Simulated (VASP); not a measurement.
Wanted: the native input for a VASP 6.6.1 run.

```yaml
Task: single point
Functional: PBEsol
Potentials_or_basis: VASP PAW PBE potentials, release 64 (Co, Sn_d)
Cutoff: 520 eV
k_mesh: 3 × 3 × 2
Occupations: gaussian, width 0.1 eV
Spin: collinear spin, ferromagnetic start
Starting_moments: "[1.25, 1.25, 0.55, 0.0, 0.0] μB"
Dipole_correction: no
Further_INCAR_settings: ALGO = Normal; EDIFF = 1e-07; NBANDS = 40
```

The structure of Co3Sn2 lies in POSCAR:

```
Co3Sn2
1.0
    4.2229921449      0.0000000000      0.0000000000
   -2.1114960725      3.6572184775      0.0000000000
    0.0000000000      0.0000000000      5.0668540000
Co Sn
3 2
Direct
    0.0000000000      0.0000000000      0.7463570000
    0.0000000000      0.0000000000      0.2536430000
    0.6666666667      0.3333333333      0.0000000000
    0.6666666667      0.3333333333      0.5000000000
    0.3333333333      0.6666666667      0.0000000000
```

One way to write it, as run:

INCAR

```
PREC     = Accurate       # precision mode
ENCUT    = 520            # plane-wave cutoff, eV
EDIFF    = 1E-7           # SCF threshold, eV
ISMEAR   = 0              # smearing method
SIGMA    = 0.1            # smearing width, eV
LREAL    = F              # projectors in reciprocal space
LASPH    = T              # aspherical terms in the spheres
NELM     = 150            # most SCF steps
ALGO     = Normal         # electronic algorithm
ISIF     = 2              # what is computed and relaxed
LWAVE    = F              # write WAVECAR
LCHARG   = F              # write CHGCAR
ISPIN    = 2              # spin polarisation
MAGMOM   = 1.25 1.25 0.55 0 0 # initial moments
LORBIT   = 11             # projections on sites
LMAXMIX  = 4              # l up to which the mixer works
GGA      = PS             # functional
NBANDS   = 40             # bands
```

KPOINTS

```
regular mesh
0
Gamma
  3 3 2
```

Potentials or basis: VASP PAW PBE potentials, release 64 (Co, Sn_d).

Run with:

```bash
$ cat potpaw_PBE.64/Co/POTCAR potpaw_PBE.64/Sn_d/POTCAR > POTCAR
$ mpirun -np 1 vasp_std > vasp.out
```

Results of the run:

```yaml
Pressure: -4.4 GPa
Largest_force: 0.015 eV/Å
Net_moment: 3.74 μB per cell
Site_moments: Co +1.44, +0.94 (each value once); Sn -0.02, -0.05 μB
Valence_electrons_inside_the_program's_atomic_spheres: Co 8.11, 8.44 (each value once); Sn 12.39, 12.52
```

Caveat: the k points lie up to 0.62 Å⁻¹ apart; the PAW data sets were made with another functional, which shifts forces and pressure a little.

Wall time 38 s on 1 thread of Intel(R) Xeon(R) Platinum 8488C (Sapphire Rapids), with other jobs on the host, peak memory 0.23 GiB.
